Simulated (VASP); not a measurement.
# HfTi2 (P-3m1) in VASP: notebook

The runs below take HfTi2 through single point, with PBE.

Program: VASP 6.6.1. These are calculated values, not measurements. Logs are shortened: lines on timing, memory, paths and dates and some standing lists are left out, and cuts for length are marked.

## 1. The cell of the first run

Symmetry: P-3m1, No. 164, trigonal system. Conventional cell: a = 3.145 Å, b = 3.145 Å, c = 5.411 Å, α = 90.00°, β = 90.00°, γ = 120.00°. Within 3.0 Å of Hf (site symmetry -3m) lie 6 Ti at 2.31 Å. Ti (site symmetry 3m) has 3 Hf at 2.31 Å within 3.0 Å.

## 2. Single point, PBE, non-collinear spin, zero start, spin-orbit coupling

File INCAR:

```
SYSTEM = HfTi2
PREC = Accurate
ENCUT = 520
EDIFF = 1E-6
ISMEAR = -1
SIGMA = 0.1
LREAL = .False.
LASPH = .True.
NELM = 150
ALGO = Normal
ISIF = 2
LWAVE = .False.
LCHARG = .True.
MAGMOM = 0 0 0 0 0 0 0 0 0
LORBIT = 11
LSORBIT = .True.
GGA_COMPAT = .False.
LORBMOM = .True.
LMAXMIX = 4
GGA = PE
LVHAR = .True.
NBANDS = 47
```

File KPOINTS:

```
regular mesh
0
Gamma
  8 8 4
  0 0 0
```

File POSCAR:

```
HfTi2
1.0
    3.1454652100      0.0000000000      0.0000000000
   -1.5727326000      2.7240527800      0.0000000000
    0.0000000000      0.0000000000      5.4114994700
Hf Ti
1 2
Direct
    0.0000000000      0.0000000000      0.0000000000
    0.6666666700      0.3333333300      0.2628000100
    0.3333333300      0.6666666700      0.7371999900
```

Potentials or basis: VASP PAW PBE potentials, release 64 (Hf_pv, Ti_sv).

The run is started by

```
$ cat potpaw_PBE.64/Hf_pv/POTCAR potpaw_PBE.64/Ti_sv/POTCAR > POTCAR
$ mpirun -np 1 vasp_ncl > vasp.out
```

OUTCAR:

```text
SYSTEM = HfTi2
   PREC = Accurate
   ENCUT = 520
   EDIFF = 1E-6
   ISMEAR = -1
   LREAL = .False.
   LASPH = .True.
   NELM = 150
   ISIF = 2
   LORBIT = 11
   LSORBIT = .True.
   GGA = PE

 ion  position               nearest neighbor table
   1  0.000  0.000  0.000-   2 2.31   3 2.31   3 2.31   2 2.31   2 2.31   3 2.31
   2  0.667  0.333  0.263-   1 2.31   1 2.31   1 2.31
   3  0.333  0.667  0.737-   1 2.31   1 2.31   1 2.31

  LATTYP: Found a hexagonal cell.
 ALAT       =     3.1454652100
 C/A-ratio  =     1.7204130737

  Lattice vectors:

 A1 = (   3.1454652100,   0.0000000000,   0.0000000000)
 A2 = (  -1.5727326000,   2.7240527800,   0.0000000000)
 A3 = (   0.0000000000,   0.0000000000,   5.4114994700)

Analysis of symmetry for initial positions (statically):
=====================================================================
 Subroutine PRICEL returns:
 Original cell was already a primitive cell.

 Routine SETGRP: Setting up the symmetry group for a
 hexagonal supercell.

 Subroutine GETGRP returns: Found 12 space group operations
 (whereof 12 operations were pure point group operations)
 out of a pool of 24 trial point group operations.

The static configuration has the point symmetry D_3d.

Analysis of symmetry for dynamics (positions and initial velocities):
=====================================================================
 Subroutine PRICEL returns:
 Original cell was already a primitive cell.

 Routine SETGRP: Setting up the symmetry group for a
 hexagonal supercell.

 Subroutine GETGRP returns: Found 12 space group operations
 (whereof 12 operations were pure point group operations)
 out of a pool of 24 trial point group operations.

The dynamic configuration has the point symmetry D_3d.

Analysis of structural, dynamic, and magnetic symmetry:
=====================================================================
 Subroutine PRICEL returns:
 Original cell was already a primitive cell.

 Routine SETGRP: Setting up the symmetry group for a
 hexagonal supercell.

 Subroutine GETGRP returns: Found 12 space group operations
 (whereof 12 operations were pure point group operations)
 out of a pool of 24 trial point group operations.

The overall configuration has the point symmetry D_3d.

 Subroutine INISYM returns: Found 12 space group operations
 (whereof 12 operations are pure point group operations),
 and found     1 'primitive' translations

----------------------------------------------------------------------------------------

                                     Primitive cell

  volume of cell :      46.3680

  direct lattice vectors                    reciprocal lattice vectors
     3.145465210  0.000000000  0.000000000     0.317917997  0.183550041  0.000000000
    -1.572732600  2.724052780  0.000000000     0.000000000  0.367100082  0.000000000
     0.000000000  0.000000000  5.411499470     0.000000000  0.000000000  0.184791666

  length of vectors
     3.145465210  3.145465209  5.411499470     0.367100082  0.367100082  0.184791666

  position of ions in fractional coordinates (direct lattice)
     0.000000000  0.000000000  0.000000000
     0.666666670  0.333333330  0.262800010
     0.333333330  0.666666670  0.737199990

  ion indices of the primitive-cell ions
   primitive index   ion index
                 1           1
                 2           2
                 3           3

----------------------------------------------------------------------------------------

 KPOINTS: regular mesh

Automatic generation of k-mesh.
 Grid dimensions read from file:
 generate k-points for:    8    8    4

 Generating k-lattice:

  Cartesian coordinates                     Fractional coordinates (reciprocal lattice)
     0.039739750  0.022943755  0.000000000     0.125000000  0.000000000  0.000000000
     0.000000000  0.045887510  0.000000000     0.000000000  0.125000000  0.000000000
     0.000000000  0.000000000  0.046197916     0.000000000  0.000000000  0.250000000

  Length of vectors
     0.045887510  0.045887510  0.046197916

  Shift w.r.t. Gamma in fractional coordinates (k-lattice)
     0.000000000  0.000000000  0.000000000

 Subroutine IBZKPT returns following result:
 ===========================================

 Found     35 irreducible k-points:

 Following reciprocal coordinates:
            Coordinates               Weight
  0.000000  0.000000  0.000000      1.000000
  0.125000 -0.000000  0.000000      6.000000
  0.250000 -0.000000  0.000000      6.000000
  0.375000  0.000000  0.000000      6.000000
  0.500000 -0.000000  0.000000      3.000000
  0.125000  0.125000  0.000000      6.000000
[... 16 lines left out ...]
 -0.125000  0.500000  0.250000     12.000000
  0.250000  0.250000  0.250000     12.000000
 [... further k-points ...]
[... 28 lines left out ...]
   PSTRESS=    0.0 pullay stress
   NELECT =      34.0000    total number of electrons
   NUPDOWN=      -1.0000    fix difference up-down
   EMIN   =  10.00;   EMAX   =-10.00  energy-range for DOS
   EFERMI =   0.00;   METHOD = LEGACY
   ISMEAR =    -1;   SIGMA  =   0.10  broadening in eV -4-tet -1-fermi 0-gaus
   EFERMI_NEDOS =   21; number of points for ismear=-14 and -15
   IALGO  =     38    algorithm
   IMIX   =      4    mixing-type and parameters
     AMIX     =   0.40;   BMIX     =  1.00
     AMIX_MAG =   1.60;   BMIX_MAG =  1.00
  volume/ion in A,a.u.               =      15.46       104.30
  Fermi-wavevector in a.u.,A,eV,Ry     =   1.476256  2.789720 29.651625  2.179333
  Thomas-Fermi vector in A             =   2.590805
   LORBIT       =     11    0 simple, 1 ext, 2 COOP (PROOUT), +10 PAW based schemes
   GGA     = PE    functional components
   LHFCALC =     F    Hartree Fock is set to
   AEXX    =    0.0000 exact exchange contribution
   IVDW    =     0    specifies the selected vdW correction
   LEPSILON=     F    determine dielectric tensor
   LRPA    =     F    only Hartree local field effects (RPA)
  energy-cutoff  :      520.00
  volume of cell :       46.37
 maximum number of plane-waves:      2550
 NGX is ok and might be reduce to    24
   NGX = 11   NGY = 11   NGZ = 21

 number of electron      34.0000010 magnetization      -0.0000000     -0.0000000     -0.0000000

 number of electron      34.0000008 magnetization       0.0000000      0.0000000     -0.0000000

 number of electron      34.0000008 magnetization       0.0000000      0.0000000      0.0000000

 number of electron      34.0000008 magnetization      -0.0000000     -0.0000000      0.0000000

 Free energy of the ion-electron system (eV)
  ---------------------------------------------------
  ext. energy  EPLUGINS =         0.00000000
  ---------------------------------------------------
  free energy    TOTEN  =       -20.02232878 eV

  energy without entropy =      -19.91014844  energy(sigma->0) =      -19.96623861

 E-fermi :   8.5044     XC(G=0): -12.1660

 val. band max:        8.5029933984   @ k =   0.0000   0.2500   0.2500
 cond. band min:       8.5132067704   @ k =  -0.1250   0.3750   0.2500
 fundamental gap:      0.0102133721
 Fermi energy:         8.5044012441

 k-point     1 :       0.0000    0.0000    0.0000
  band No.  band energies     occupation
      1     -47.6712      1.00000
      2     -47.6712      1.00000
      3     -47.6687      1.00000
      4     -47.6687      1.00000
      5     -25.8181      1.00000
      6     -25.8181      1.00000
[... 1165 lines left out ...]
     45      11.8307      0.00000
     46      11.8307      0.00000

 [... further k-points ...]

 [bands above 46 left out]

------------------------ aborting loop because EDIFF is reached ----------------------------------------

  FORCE on cell =-STRESS in cart. coord.  units (eV):
  Direction    XX          YY          ZZ          XY          YZ          ZX
  --------------------------------------------------------------------------------------
  -------------------------------------------------------------------------------------
  Total       15.6086511     15.6086511     16.7961701      0.0000000      0.0000000      0.0000000
  in kB      539.3341634    539.3341640    580.3671511      0.0000010      0.0000000      0.0000000
  external PRESSURE =     553.0118262 kB  Pullay stress =       0.0000000 kB

 VOLUME and BASIS-vectors are now :
 -----------------------------------------------------------------------------
  energy-cutoff  :      520.00
  volume of cell :       46.37
      direct lattice vectors                 reciprocal lattice vectors
     3.145465210  0.000000000  0.000000000     0.317917997  0.183550041  0.000000000
    -1.572732600  2.724052780  0.000000000     0.000000000  0.367100082  0.000000000
     0.000000000  0.000000000  5.411499470     0.000000000  0.000000000  0.184791666

 POSITION                                       TOTAL-FORCE (eV/Angst)
 -----------------------------------------------------------------------------------
      0.00000      0.00000      0.00000        -0.000000      0.000000      0.000000
      1.57273      0.90802      1.42214        -0.000000      0.000000      7.142801
     -0.00000      1.81604      3.98936         0.000000     -0.000000     -7.142801
 -----------------------------------------------------------------------------------
    total drift:                                0.000000     -0.000000      0.000000

  FREE ENERGIE OF THE ION-ELECTRON SYSTEM (eV)
  ---------------------------------------------------
  free  energy   TOTEN  =       -20.0223287850 eV

  energy  without entropy=      -19.9101484393  energy(sigma->0) =      -19.96623861

 orbital moment (x)

 # of ion     p       d       tot
 ----------------------------------------
  1         0.000   0.000   0.000
  2         0.000  -0.000  -0.000
  3         0.000  -0.000  -0.000
 ----------------------------------------
            0.000  -0.000  -0.000

 orbital moment (y)

 # of ion     p       d       tot
 ----------------------------------------
  1         0.000   0.000   0.000
  2        -0.000  -0.000  -0.000
  3        -0.000  -0.000  -0.000
 ----------------------------------------
           -0.000  -0.000  -0.000

 orbital moment (z)

 # of ion     p       d       tot
 ----------------------------------------
  1         0.000   0.000   0.000
  2         0.000  -0.000  -0.000
  3         0.000  -0.000  -0.000
 ----------------------------------------
            0.000  -0.000  -0.000

 Spin-Orbit-Coupling matrix elements

 Ion:    1  E_soc:     -1.4967624
 l=   1
     0.0000000    -0.2403330    -0.2363296
    -0.2403330     0.0000000    -0.2403330
    -0.2363296    -0.2403330     0.0000000
 l=   2
     0.0000000    -0.0021577     0.0000000    -0.0021577    -0.0073974
    -0.0021577     0.0000000    -0.0064358    -0.0024860    -0.0021577
     0.0000000    -0.0064358     0.0000000    -0.0064358     0.0000000
    -0.0021577    -0.0024860    -0.0064358     0.0000000    -0.0021577
    -0.0073974    -0.0021577     0.0000000    -0.0021577     0.0000000
 l=   3
     0.0000000     0.0000000     0.0000000     0.0000000     0.0000000     0.0000000     0.0000000
     0.0000000     0.0000000     0.0000000     0.0000000     0.0000000     0.0000000     0.0000000
     0.0000000     0.0000000     0.0000000     0.0000000     0.0000000     0.0000000     0.0000000
     0.0000000     0.0000000     0.0000000     0.0000000     0.0000000     0.0000000     0.0000000
[... 29 lines left out ...]
 l=   2
     0.0000000     0.0000142     0.0000000     0.0000142    -0.0000504
     0.0000142     0.0000000    -0.0000283     0.0000509     0.0000142
     0.0000000    -0.0000283     0.0000000    -0.0000283     0.0000000
     0.0000142     0.0000509    -0.0000283     0.0000000     0.0000142
    -0.0000504     0.0000142     0.0000000     0.0000142     0.0000000
 l=   3
     0.0000000     0.0000000     0.0000000     0.0000000     0.0000000     0.0000000     0.0000000
     0.0000000     0.0000000     0.0000000     0.0000000     0.0000000     0.0000000     0.0000000
     0.0000000     0.0000000     0.0000000     0.0000000     0.0000000     0.0000000     0.0000000
     0.0000000     0.0000000     0.0000000     0.0000000     0.0000000     0.0000000     0.0000000
     0.0000000     0.0000000     0.0000000     0.0000000     0.0000000     0.0000000     0.0000000
     0.0000000     0.0000000     0.0000000     0.0000000     0.0000000     0.0000000     0.0000000
     0.0000000     0.0000000     0.0000000     0.0000000     0.0000000     0.0000000     0.0000000

 total charge

# of ion       s       p       d       tot
------------------------------------------
    1        0.572   6.461   2.833   9.866
    2        2.249   6.123   2.333  10.705
    3        2.249   6.123   2.333  10.705
--------------------------------------------------
tot          5.069  18.707   7.499  31.275

 magnetization (x)

# of ion       s       p       d       tot
------------------------------------------
    1        0.000   0.000   0.000   0.000
    2        0.000   0.000   0.000   0.000
    3        0.000  -0.000   0.000  -0.000
--------------------------------------------------
tot          0.000  -0.000   0.000   0.000

 magnetization (y)

# of ion       s       p       d       tot
------------------------------------------
    1        0.000  -0.000   0.000  -0.000
    2        0.000   0.000   0.000   0.000
    3        0.000   0.000   0.000   0.000
--------------------------------------------------
tot          0.000  -0.000   0.000   0.000

 magnetization (z)

# of ion       s       p       d       tot
------------------------------------------
    1        0.000   0.000   0.000   0.000
    2        0.000   0.000   0.000   0.000
    3        0.000   0.000   0.000   0.000
--------------------------------------------------
tot          0.000   0.000   0.000   0.000
```

Wall time 4.9 min (1 thread of Intel Xeon 8259CL, shared host); peak memory 0.32 GiB.

Results:

* Free energy: -20.0223 eV
* Pressure: 55.3 GPa
* Largest force: 7.143 eV/Å
* Net moment: 0.00 μB per cell
* Valence electrons inside the program's atomic spheres: Hf 9.87; Ti 10.71

Forces in eV/Å, atoms in the order of the input:
```
Hf   0.000  0.000  0.000
Ti   0.000  0.000  7.143
Ti   0.000  0.000 -7.143
```

Moments on the atoms (μB; x, y, z):
```
Hf  0.00 0.00 0.00
Ti  0.00 0.00 0.00
Ti  0.00 0.00 0.00
```

Caveat: the cell stands under pressure; forces of over 1 eV/Å act on the atoms, so gaps and moduli don't describe the material at rest.

## 3. Single point, PBE, non-collinear spin, zero start, spin-orbit coupling

File INCAR:

```
PREC     = Accurate       # precision mode
ENCUT    = 520            # plane-wave cutoff, eV
EDIFF    = 1E-6           # SCF threshold, eV
ISMEAR   = -1             # smearing method
SIGMA    = 0.1            # smearing width, eV
LREAL    = False          # projectors in reciprocal space
LASPH    = True           # aspherical terms in the spheres
NELM     = 150            # most SCF steps
ALGO     = Normal         # electronic algorithm
ISIF     = 2              # what is computed and relaxed
LWAVE    = False          # write WAVECAR
LCHARG   = True           # write CHGCAR
MAGMOM   = 0 0 0 0 0 0 0 0 0 # initial moments
LORBIT   = 11             # projections on sites
LSORBIT  = True           # spin-orbit coupling
GGA_COMPAT= False        
LORBMOM  = True         
LMAXMIX  = 4              # l up to which the mixer works
GGA      = PE             # functional
LVHAR    = True         
NBANDS   = 47             # bands
```

File KPOINTS:

```
regular mesh
0
Gamma
  8 8 4
```

POSCAR is that of step 2.

Potentials or basis: VASP PAW PBE potentials, release 64 (Hf_pv, Ti_sv).

The run is started by

```
$ cat potpaw_PBE.64/Hf_pv/POTCAR potpaw_PBE.64/Ti_sv/POTCAR > POTCAR
$ mpirun -np 1 vasp_ncl > vasp.out
```

Run time: 3.9 min. Hardware: 1 thread of Intel Xeon 8259CL, shared host; peak memory 0.32 GiB.

The run converged. Its results:

```
Free energy                                           : -20.0223 eV
Pressure                                              : 55.3 GPa
Largest force                                         : 7.143 eV/Å
Net moment                                            : 0.00 μB per cell
Valence electrons inside the program's atomic spheres : Hf 9.87; Ti 10.71
```

Forces in eV/Å, atoms in the order of the input:
```
Hf   0.000  0.000  0.000
Ti   0.000  0.000  7.143
Ti   0.000  0.000 -7.143
```

Stress tensor (GPa, compression positive):
```
53.93  0.00  0.00
 0.00 53.93  0.00
 0.00  0.00 58.04
```

Moments on the atoms (μB; x, y, z):
```
Hf  0.00 0.00 0.00
Ti  0.00 0.00 0.00
Ti  0.00 0.00 0.00
```

Caveat: the cell stands under pressure; forces of over 1 eV/Å act on the atoms, so gaps and moduli don't describe the material at rest.
